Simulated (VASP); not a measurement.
**Ga2B: single point with PBE**

Ga2B:

```
Ga B
1.0
    -2.71034    2.71034    1.87675
     2.71034   -2.71034    1.87675
     2.71034    2.71034   -1.87675
Ga B
4 2
Cartesian
  2.7103 1.3552 0.4692
  1.3552 2.7103 -0.4692
  1.3552 0.0000 1.4076
  0.0000 1.3552 2.3459
  0.0000 0.0000 0.0000
  0.0000 2.7103 0.9384
```

The cell was generated, and may not be a known phase.

```
Program                : VASP 6.6.1
Task                   : single point
Functional             : PBE
Potentials or basis    : VASP PAW PBE potentials, release 64 (Ga_d, B)
Cutoff                 : 520 eV
k mesh                 : 6 × 6 × 6
Occupations            : gaussian, width 0.1 eV
Spin                   : no spin polarisation
Dipole correction      : no
Further INCAR settings : ALGO = Normal; EDIFF = 1e-07; NBANDS = 38
```

```json
{
  "Pressure": "136.7 GPa",
  "Band gap on the k mesh": "zero (bands 29 and 30 overlap by 4.31 eV)"
}
```

Stress tensor (GPa, compression positive):
```
149.65   0.00   0.00
  0.00 149.65   0.00
  0.00   0.00 110.75
```

Levels at points of the mesh, in eV from the Fermi level:
```csv
k point,band 27,band 28,band 29,band 30,band 31,band 32
"(0.00, 0.00, 0.00)",-2.42,-1.72,-1.36,-1.36,0.61,0.61
"(0.50, 0.00, 0.00)",-2.41,-2.24,-0.51,1.71,3.35,3.44
"(0.50, 0.50, 0.00)",-3.37,-3.37,-2.67,-2.67,3.83,3.83
"(0.50, 0.50, 0.50)",1.12,1.12,1.51,1.51,5.02,5.02
```

It took 30 s on 1 thread of AMD EPYC 9R45 96-Core Processor (Zen 5), on a shared host, peak memory 0.17 GiB.

Caveat: the stress differs along the axes, from 111 to 150 GPa.
